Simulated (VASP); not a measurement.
# Ga4Sb3P: relaxation of cell and atoms with PBE

Crystal: Ga4Sb3P.

```
P Ga Sb
1.0
     5.78563    0.00000    0.00000
     0.00000    5.78563    0.00000
     0.00000    0.00000    5.78563
P Ga Sb
1 4 3
Direct
  0.00000 0.00000 0.00000
  0.75000 0.75000 0.75000
  0.25000 0.25000 0.75000
  0.25000 0.75000 0.25000
  0.75000 0.25000 0.25000
  0.50000 0.50000 0.00000
  0.50000 0.00000 0.50000
  0.00000 0.50000 0.50000
```

- Program: VASP 6.6.1
- Task: relaxation of cell and atoms
- Functional: PBE
- Potentials or basis: VASP PAW PBE potentials, release 64 (P, Ga_d, Sb)
- Cutoff: 600 eV
- k mesh: 4 × 4 × 4
- Occupations: fermi-dirac, width 0.02 eV
- Spin: no spin polarisation
- Dipole correction: no
- Further INCAR settings: ALGO = Normal; EDIFF = 1e-07; IBRION = 2; EDIFFG = -0.005; NSW = 80; ISIF = 3

* Relaxed volume: 27.58 Å³/atom
* Relaxed cell: a = 6.043 Å, b = 6.043 Å, c = 6.043 Å, α = 90.00°, β = 90.00°, γ = 90.00°
* Space group after relaxing (to 0.05 Å): P-43m (No. 215)
* Energy gained by relaxing: 149.0 meV/atom
* Ionic steps: 8
* Pressure after relaxing: 0.0 GPa
* Band gap on the k mesh: zero (band 36 reaches 4.51 eV, above the bottom of band 37 at 4.41 eV)

The path:
| step | energy change (eV) | largest force (eV/Å) | pressure (GPa) | volume (Å³) |
| --- | --- | --- | --- | --- |
| 1 | 0.0000 | 1.7500 | 9.96 | 193.67 |
| 2 | -0.9412 | 0.4176 | -3.15 | 238.97 |
| 3 | -1.0578 | 0.7057 | -0.74 | 225.56 |
| 4 | -1.1461 | 0.4351 | -0.38 | 223.06 |
| 5 | -1.1909 | 0.0003 | 0.24 | 219.60 |
| 6 | -1.1911 | 0.0241 | 0.20 | 219.78 |
| 7 | -1.1916 | 0.0073 | -0.05 | 221.01 |
| 8 | -1.1917 | 0.0023 | -0.02 | 220.64 |

Final structure:
```cif
data_structure
_symmetry_space_group_name_H-M 'P 1'
_symmetry_Int_Tables_number 1
_cell_length_a 6.0426
_cell_length_b 6.0426
_cell_length_c 6.0426
_cell_angle_alpha 90.000
_cell_angle_beta 90.000
_cell_angle_gamma 90.000
_cell_volume 220.64
loop_
_atom_site_label
_atom_site_type_symbol
_atom_site_fract_x
_atom_site_fract_y
_atom_site_fract_z
_atom_site_occupancy
P1 P 0.00000 0.00000 0.00000 1
Ga1 Ga 0.76407 0.76407 0.76407 1
Ga2 Ga 0.23594 0.23594 0.76407 1
Ga3 Ga 0.23594 0.76407 0.23594 1
Ga4 Ga 0.76407 0.23594 0.23594 1
Sb1 Sb 0.50000 0.50000 0.00000 1
Sb2 Sb 0.50000 0.00000 0.50000 1
Sb3 Sb 0.00000 0.50000 0.50000 1
```

Levels at points of the mesh, in eV from the Fermi level:
```csv
k point,band 32,band 33,band 34,band 35,band 36,band 37,band 38,band 39,band 40,band 41
"(0.00, 0.00, 0.00)",-2.35,-2.35,-0.14,0.01,0.01,0.01,1.02,1.02,1.02,1.18
"(0.50, 0.00, 0.00)",-2.94,-1.91,-1.91,-1.29,-1.29,1.17,1.60,2.57,2.76,3.55
"(0.50, 0.50, 0.00)",-2.86,-1.55,-1.55,-1.04,-0.69,1.71,1.71,2.40,2.40,4.04
"(0.50, 0.50, 0.50)",-0.91,-0.91,-0.91,-0.63,-0.63,-0.09,0.66,0.66,0.66,3.52
```

Wall time 6.1 min on 1 thread of Intel(R) Xeon(R) 6975P-C (Granite Rapids) (shared host), peak memory 0.38 GiB.

Caveat: spin-orbit coupling is left out, which moves the levels of the heavy elements.
